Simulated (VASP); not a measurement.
Here is a VASP 6.6.1 calculation.

File INCAR:

```
SYSTEM = CsI
PREC = Accurate
ENCUT = 500
EDIFF = 1E-7
ISMEAR = 0
SIGMA = 0.02
LREAL = .FALSE.
LASPH = .TRUE.
NELM = 120
ALGO = Normal
ISIF = 3
LWAVE = .FALSE.
LCHARG = .FALSE.
GGA = PS
IBRION = 2
NSW = 70
EDIFFG = -0.005
GGA_COMPAT = .FALSE.
NELMIN = 4
```

KPOINTS

```
regular mesh
0
G
  6 6 6
  0 0 0
```

The input POSCAR:

```
CsI
1.0
    4.6660143501      0.0000000000      0.0000000000
    0.0000000000      4.6660143501      0.0000000000
    0.0000000000      0.0000000000      4.6660143501
Cs I
1 1
Direct
    0.0000000000      0.0000000000      0.0000000000
    0.5000000000      0.5000000000      0.5000000000
```

Potentials or basis: VASP PAW PBE potentials, release 64 (Cs_sv, I).

Launch:

```bash
$ cat potpaw_PBE.64/Cs_sv/POTCAR potpaw_PBE.64/I/POTCAR > POTCAR
$ mpirun -np 1 vasp_std > vasp.out
```

Problem. What does it give for the space group after relaxing (to 0.1 Å)?

Solution. Pm-3m (No. 221).

Problem. Estimate the relaxed cell.

Solution. a = 4.512 Å, b = 4.512 Å, c = 4.512 Å, α = 90.00°, β = 90.00°, γ = 90.00°.

Problem. What does it give for the relaxed volume?

Solution. 45.92 Å³/atom.

Problem. Estimate the band gap on the k mesh.

Solution. 3.82 eV (least direct gap 3.90 eV).

Final structure:
```
Cs I
1.0
     4.51173    0.00000    0.00000
     0.00000    4.51173    0.00000
     0.00000    0.00000    4.51173
Cs I
1 1
Direct
  0.00000 0.00000 0.00000
  0.50000 0.50000 0.50000
```

Caveat: the PAW data sets were made with another functional, which shifts forces and pressure a little; spin-orbit coupling is left out, which moves the levels of the heavy elements. A k mesh can miss the band edges.
